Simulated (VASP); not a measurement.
# C (P-3m1) in VASP: further runs, part 2 of 2

VASP 6.6.1. The steps go on from the part before.

## Step 3: Single point, PBE

This run uses another cell than the first one, of 5.70 Å³/atom, 1.054 times its volume.

INCAR

```
SYSTEM = C
PREC = Accurate
ENCUT = 600
EDIFF = 1E-6
ISMEAR = 0
SIGMA = 0.1
LREAL = .False.
LASPH = .True.
NELM = 120
ALGO = Normal
ISIF = 2
LWAVE = .False.
LCHARG = .False.
GGA = PE
NBANDS = 31
GGA_COMPAT = .False.
```

KPOINTS

```
regular mesh
0
Gamma
  6 6 2
  0 0 0
```

POSCAR

```
C
1.0
    2.5199603003      0.0000000029      0.0000000000
   -1.2599801527      2.1823496352      0.0000000000
    0.0000000000      0.0000000000     10.3661887446
C
10
Direct
    0.3333333333      0.6666666667      0.1243452297
    0.3333333333      0.6666666667      0.5252174727
    0.6666666667      0.3333333333      0.7265937757
    0.0000000000      0.0000000000      0.9254168810
    0.6666666667      0.3333333333      0.3235157078
    0.3333333333      0.6666666667      0.6764842922
    0.0000000000      0.0000000000      0.0745831190
    0.6666666667      0.3333333333      0.8756547703
    0.3333333333      0.6666666667      0.2734062243
    0.6666666667      0.3333333333      0.4747825273
```

Potentials or basis: VASP PAW PBE potentials, release 64 (C).

The run is started by

```console
cat potpaw_PBE.64/C/POTCAR > POTCAR
mpirun -np 1 vasp_std > vasp.out
```

OUTCAR:

```text
SYSTEM = C
   PREC = Accurate
   ENCUT = 600
   EDIFF = 1E-6
   ISMEAR = 0
   LREAL = .False.
   LASPH = .True.
   NELM = 120
   ISIF = 2
   GGA = PE

 ion  position               nearest neighbor table
   1  0.333  0.667  0.124-   7 1.54   7 1.54   7 1.54   9 1.55
   2  0.333  0.667  0.525-  10 1.55  10 1.55  10 1.55   6 1.57
   3  0.667  0.333  0.727-   6 1.54   6 1.54   6 1.54   8 1.55
   4  0.000  0.000  0.925-   8 1.54   8 1.54   8 1.54   7 1.55
   5  0.667  0.333  0.324-   9 1.54   9 1.54   9 1.54  10 1.57
   6  0.333  0.667  0.676-   3 1.54   3 1.54   3 1.54   2 1.57
   7  0.000  0.000  0.075-   1 1.54   1 1.54   1 1.54   4 1.55
   8  0.667  0.333  0.876-   4 1.54   4 1.54   4 1.54   3 1.55
   9  0.333  0.667  0.273-   5 1.54   5 1.54   5 1.54   1 1.55
  10  0.667  0.333  0.475-   2 1.55   2 1.55   2 1.55   5 1.57

  LATTYP: Found a hexagonal cell.
 ALAT       =     2.5199603003
 C/A-ratio  =     4.1136317677

  Lattice vectors:

 A1 = (   2.5199603003,   0.0000000029,   0.0000000000)
 A2 = (  -1.2599801527,   2.1823496352,   0.0000000000)
 A3 = (   0.0000000000,   0.0000000000,  10.3661887446)

Analysis of symmetry for initial positions (statically):
=====================================================================
 Subroutine PRICEL returns:
 Original cell was already a primitive cell.

 Routine SETGRP: Setting up the symmetry group for a
 hexagonal supercell.

 Subroutine GETGRP returns: Found 12 space group operations
 (whereof 12 operations were pure point group operations)
 out of a pool of 24 trial point group operations.

The static configuration has the point symmetry D_3d.

Analysis of symmetry for dynamics (positions and initial velocities):
=====================================================================
 Subroutine PRICEL returns:
 Original cell was already a primitive cell.

 Routine SETGRP: Setting up the symmetry group for a
 hexagonal supercell.

 Subroutine GETGRP returns: Found 12 space group operations
 (whereof 12 operations were pure point group operations)
 out of a pool of 24 trial point group operations.

The dynamic configuration has the point symmetry D_3d.

 Subroutine INISYM returns: Found 12 space group operations
 (whereof 12 operations are pure point group operations),
 and found     1 'primitive' translations

----------------------------------------------------------------------------------------

                                     Primitive cell

  volume of cell :      57.0082

  direct lattice vectors                    reciprocal lattice vectors
     2.519960300  0.000000003  0.000000000     0.396831648  0.229110860  0.000000000
    -1.259980153  2.182349635  0.000000000    -0.000000001  0.458221718  0.000000000
     0.000000000  0.000000000 10.366188745     0.000000000  0.000000000  0.096467470

  length of vectors
     2.519960300  2.519960300 10.366188745     0.458221718  0.458221718  0.096467470

  position of ions in fractional coordinates (direct lattice)
     0.333333333  0.666666667  0.124345230
     0.333333333  0.666666667  0.525217473
     0.666666667  0.333333333  0.726593776
     0.000000000  0.000000000  0.925416881
[... 59 lines left out ...]
  0.166667  0.166667  0.500000      6.000000
  0.333333  0.166667  0.500000     12.000000
  0.333333  0.333333  0.500000      2.000000
   k-points           NKPTS =     14   k-points in BZ     NKDIM =     14   number of bands    NBANDS=     31
   number of dos      NEDOS =    301   number of ions     NIONS =     10
   total plane-waves  NPLWV =  33600
   dimension x,y,z NGX =    20 NGY =   20 NGZ =   84
   dimension x,y,z NGXF=    40 NGYF=   40 NGZF=  168
   ions per type =              10
   NGX,Y,Z   is equivalent  to a cutoff of  13.19, 13.19, 13.47 a.u.
   NGXF,Y,Z  is equivalent  to a cutoff of  26.39, 26.39, 26.94 a.u.
 SYSTEM =  C
   PREC   = accura    normal or accurate (medium, high low for compatibility)
   ISTART =      0    job   : 0-new  1-cont  2-samecut
   ICHARG =      2    charge: 1-file 2-atom 10-const
   ISPIN  =      1    spin polarized calculation?
   LNONCOLLINEAR =      F non collinear calculations
   LSORBIT =      F    spin-orbit coupling
   LASPH  =      T    aspherical Exc in radial PAW
   ENCUT  =  600.0 eV  44.10 Ry    6.64 a.u.   5.03  5.03 20.70*2*pi/ulx,y,z
   NELM   =    120;   NELMIN=  2; NELMDL= -5     # of ELM steps
   EDIFF  = 0.1E-05   stopping-criterion for ELM
   LREAL  =      F    real-space projection
   EDIFFG = 0.1E-04   stopping-criterion for IOM
   NSW    =      0    number of steps for IOM
   IBRION =     -1    ionic relax: 0-MD 1-quasi-New 2-CG
   NFREE  =      0    steps in history (QN), initial steepest desc. (CG)
   ISIF   =      2    stress and relaxation
   ISYM   =      2    0-nonsym 1-usesym 2-fastsym
   POTIM  = 0.5000    time-step for ionic-motion
   TEBEG  =    0.0;   TEEND  =   0.0 temperature during run
   PSTRESS=    0.0 pullay stress
   NELECT =      40.0000    total number of electrons
   NUPDOWN=      -1.0000    fix difference up-down
   EMIN   =  10.00;   EMAX   =-10.00  energy-range for DOS
   EFERMI =   0.00;   METHOD = LEGACY
   ISMEAR =     0;   SIGMA  =   0.10  broadening in eV -4-tet -1-fermi 0-gaus
   EFERMI_NEDOS =   21; number of points for ismear=-14 and -15
   IALGO  =     38    algorithm
   IMIX   =      4    mixing-type and parameters
     AMIX     =   0.40;   BMIX     =  1.00
     AMIX_MAG =   1.60;   BMIX_MAG =  1.00
  volume/ion in A,a.u.               =       5.70        38.47
  Fermi-wavevector in a.u.,A,eV,Ry     =   1.454730  2.749041 28.793192  2.116240
  Thomas-Fermi vector in A             =   2.571847
   LORBIT       =      0    0 simple, 1 ext, 2 COOP (PROOUT), +10 PAW based schemes
   GGA     = PE    functional components
   LHFCALC =     F    Hartree Fock is set to
   AEXX    =    0.0000 exact exchange contribution
   IVDW    =     0    specifies the selected vdW correction
   LEPSILON=     F    determine dielectric tensor
   LRPA    =     F    only Hartree local field effects (RPA)
 non-spin polarized calculation
 Gauss-broadening in eV      SIGMA  =   0.10
  energy-cutoff  :      600.00
  volume of cell :       57.01
 maximum number of plane-waves:      1926
 NGX is ok and might be reduce to    20
   NGX =  9   NGY =  9   NGZ = 41

 number of electron      40.0000001 magnetization

 Free energy of the ion-electron system (eV)
  ---------------------------------------------------
  ext. energy  EPLUGINS =         0.00000000
  ---------------------------------------------------
  free energy    TOTEN  =       -90.84029809 eV

  energy without entropy =      -90.84029809  energy(sigma->0) =      -90.84029809

 E-fermi :  10.2494     XC(G=0): -13.2225

 val. band max:        9.7701132441   @ k =   0.0000   0.0000   0.0000
 cond. band min:      14.1329348620   @ k =   0.3333  -0.0000   0.0000
 fundamental gap:      4.3628216179
 Fermi energy:        10.2494473879

 k-point     1 :       0.0000    0.0000    0.0000
  band No.  band energies     occupation
      1     -11.7653      2.00000
      2     -10.6892      2.00000
      3     -10.6579      2.00000
      4      -7.5833      2.00000
      5      -7.5326      2.00000
      6      -1.7888      2.00000
[... 465 lines left out ...]
     30      22.2638      0.00000
     31      22.2641      0.00000

------------------------ aborting loop because EDIFF is reached ----------------------------------------

  FORCE on cell =-STRESS in cart. coord.  units (eV):
  Direction    XX          YY          ZZ          XY          YZ          ZX
  --------------------------------------------------------------------------------------
  -------------------------------------------------------------------------------------
  Total        0.0016694      0.0016694     -0.0376780     -0.0000000     -0.0000000      0.0000000
  in kB        0.0469181      0.0469181     -1.0589162     -0.0000000     -0.0000000      0.0000000
  external PRESSURE =      -0.3216933 kB  Pullay stress =       0.0000000 kB

 VOLUME and BASIS-vectors are now :
 -----------------------------------------------------------------------------
  energy-cutoff  :      600.00
  volume of cell :       57.01
      direct lattice vectors                 reciprocal lattice vectors
     2.519960300  0.000000003  0.000000000     0.396831648  0.229110860  0.000000000
    -1.259980153  2.182349635  0.000000000    -0.000000001  0.458221718  0.000000000
     0.000000000  0.000000000 10.366188745     0.000000000  0.000000000  0.096467470

 POSITION                                       TOTAL-FORCE (eV/Angst)
 -----------------------------------------------------------------------------------
     -0.00000      1.45490      1.28899        -0.000000      0.000000      0.000696
     -0.00000      1.45490      5.44450        -0.000000      0.000000      0.004706
      1.25998      0.72745      7.53201        -0.000000     -0.000000     -0.001370
      0.00000      0.00000      9.59305         0.000000      0.000000      0.000756
      1.25998      0.72745      3.35362        -0.000000      0.000000      0.007059
     -0.00000      1.45490      7.01256         0.000000     -0.000000     -0.007059
      0.00000      0.00000      0.77314         0.000000      0.000000     -0.000756
      1.25998      0.72745      9.07720        -0.000000      0.000000     -0.000696
     -0.00000      1.45490      2.83418        -0.000000     -0.000000      0.001370
      1.25998      0.72745      4.92169         0.000000     -0.000000     -0.004706
 -----------------------------------------------------------------------------------
    total drift:                                0.000000     -0.000000      0.000000

  FREE ENERGIE OF THE ION-ELECTRON SYSTEM (eV)
  ---------------------------------------------------
  free  energy   TOTEN  =       -90.8402980855 eV

  energy  without entropy=      -90.8402980855  energy(sigma->0) =      -90.84029809
```

Wall time 13 s (1 thread of Intel Xeon 6975P-C (Granite Rapids), shared host); peak memory 0.16 GiB.

What came out:

```yaml
Free_energy: -90.8403 eV
Pressure: 0.0 GPa
Largest_force: 0.007 eV/Å
Band_gap_on_the_k_mesh: 4.36 eV, indirect (least direct gap 5.30 eV)
```

Forces on the atoms (eV/Å):
```
C    0.000  0.000  0.001
C    0.000  0.000  0.005
C    0.000  0.000 -0.001
C    0.000  0.000  0.001
C    0.000  0.000  0.007
C    0.000  0.000 -0.007
C    0.000  0.000 -0.001
C    0.000  0.000 -0.001
C    0.000  0.000  0.001
C    0.000  0.000 -0.005
```

Caveat: the k points lie up to 0.48 Å⁻¹ apart. A k mesh can miss the band edges.

## Step 4: Relaxation of cell and atoms, PBE

INCAR

```
SYSTEM = C
  PREC = Accurate
  ENCUT = 600
  EDIFF = 1E-7
  ISMEAR = 0
  SIGMA = 0.1
  LREAL = .FALSE.
  LASPH = .TRUE.
  NELM = 120
  ALGO = Normal
  ISIF = 3
  LWAVE = .FALSE.
  LCHARG = .FALSE.
  GGA = PE
  IBRION = 2
  NSW = 90
  EDIFFG = -0.04
  GGA_COMPAT = .FALSE.
  NELMIN = 4
```

KPOINTS

```
Automatic mesh
0
G
  6 6 2
  0 0 0
```

POSCAR

```
C
1.0
    2.4805788300      0.0000000000      0.0000000000
   -1.2402894200      2.1482442800      0.0000000000
    0.0000000000      0.0000000000     10.1461392700
C
10
Direct
    0.3333333300      0.6666666700      0.1248105000
    0.3333333300      0.6666666700      0.5251556800
    0.6666666700      0.3333333300      0.7251608800
    0.0000000000      0.0000000000      0.9249870200
    0.6666666700      0.3333333300      0.3248596900
    0.3333333300      0.6666666700      0.6751403100
    0.0000000000      0.0000000000      0.0750129800
    0.6666666700      0.3333333300      0.8751895000
    0.3333333300      0.6666666700      0.2748391200
    0.6666666700      0.3333333300      0.4748443200
```

The run is started by

```console
cat potpaw_PBE.64/C/POTCAR > POTCAR
mpirun -np 1 vasp_std > vasp.out
```

Wall time 55 s (1 thread of Intel Xeon 6975P-C (Granite Rapids), shared host); peak memory 0.17 GiB.

The run converged. Its results:

```
Free energy                            : -90.8282 eV
Relaxed volume                         : 5.70 Å³/atom
Relaxed cell                           : a = 2.520 Å, b = 2.520 Å, c = 10.368 Å, α = 90.00°, β = 90.00°, γ = 120.00°
Space group after relaxing (to 0.05 Å) : P-3m1 (No. 164)
Energy gained by relaxing              : 23.8 meV/atom
Ionic steps                            : 7
Pressure after relaxing                : 0.0 GPa
Largest force after relaxing           : 0.020 eV/Å
Band gap on the k mesh                 : 4.36 eV, indirect (least direct gap 5.30 eV)
```

Forces in eV/Å, atoms in the order of the input:
```
C    0.000  0.000  0.000
C    0.000  0.000 -0.008
C    0.000  0.000  0.006
C    0.000  0.000 -0.020
C    0.000  0.000 -0.006
C    0.000  0.000  0.006
C    0.000  0.000  0.020
C    0.000  0.000  0.000
C    0.000  0.000 -0.006
C    0.000  0.000  0.008
```

Stress tensor (GPa, compression positive):
```
 0.04  0.00  0.00
 0.00  0.04  0.00
 0.00  0.00 -0.14
```

The path:
```csv
step,energy change (eV),largest force (eV/Å),pressure (GPa),volume (Å³)
1,0.0000,0.3454,25.46,54.07
2,0.1219,0.4483,-26.02,61.07
3,-0.2358,0.1717,-0.43,57.08
4,-0.2359,0.1668,0.04,57.02
5,-0.2364,0.2482,-0.12,57.04
6,-0.2373,0.1028,-0.05,57.03
7,-0.2385,0.0198,-0.02,57.03
```

Final structure:
```cif
data_structure
_symmetry_space_group_name_H-M 'P 1'
_symmetry_Int_Tables_number 1
_cell_length_a 2.5202
_cell_length_b 2.5202
_cell_length_c 10.3679
_cell_angle_alpha 90.000
_cell_angle_beta 90.000
_cell_angle_gamma 120.000
_cell_volume 57.03
loop_
_atom_site_label
_atom_site_type_symbol
_atom_site_fract_x
_atom_site_fract_y
_atom_site_fract_z
_atom_site_occupancy
C1 C 0.33333 0.66667 0.12435 1
C2 C 0.33333 0.66667 0.52523 1
C3 C 0.66667 0.33333 0.72656 1
C4 C 0.00000 0.00000 0.92544 1
C5 C 0.66667 0.33333 0.32356 1
C6 C 0.33333 0.66667 0.67644 1
C7 C 0.00000 0.00000 0.07456 1
C8 C 0.66667 0.33333 0.87565 1
C9 C 0.33333 0.66667 0.27344 1
C10 C 0.66667 0.33333 0.47477 1
```

Levels at points of the mesh, in eV from the valence-band top:
| k point | band 17 | band 18 | band 19 | band 20 | band 21 | band 22 | band 23 | band 24 |
| --- | --- | --- | --- | --- | --- | --- | --- | --- |
| (0.00, 0.00, 0.00) | -1.33 | -0.19 | 0.00 | 0.00 | 5.30 | 5.30 | 5.48 | 6.93 |
| (0.50, 0.00, 0.00) | -4.95 | -3.41 | -3.38 | -3.38 | 4.58 | 5.44 | 5.49 | 5.81 |
| (0.00, 0.00, 0.50) | -0.51 | -0.51 | -0.38 | -0.38 | 5.69 | 5.69 | 6.03 | 6.03 |
| (0.50, 0.00, 0.50) | -4.42 | -4.41 | -3.75 | -2.92 | 4.79 | 4.86 | 5.23 | 6.57 |

Caveat: the k points lie up to 0.48 Å⁻¹ apart in the final cell.

## Step 5: Summary

| task | cell | gap on the mesh (eV) | pressure (GPa) | largest force (eV/Å) |
| --- | --- | --- | --- | --- |
| single point | a = 2.481, b = 2.481, c = 10.146 Å, angles 90.0, 90.0, 120.0°, 10 atoms | 4.48 | 25.5 | 0.35 |
| single point | a = 2.520, b = 2.520, c = 10.366 Å, angles 90.0, 90.0, 120.0°, 10 atoms | 4.36 | 0.0 | 0.01 |
| relaxation of cell and atoms | relaxed from a = 2.481, b = 2.481, c = 10.146 Å, angles 90.0, 90.0, 120.0°, 10 atoms | 4.36 | 0.0 | 0.02 |

Alike in all rows: level PBE; potentials or basis VASP PAW PBE potentials, release 64 (C); no spin polarisation; k mesh 6 × 6 × 2; cutoff (eV) 600; smearing gaussian 0.1 eV.

Caveats: all runs use coarse meshes.

Absolute energies hang on the potentials; compare differences alone.
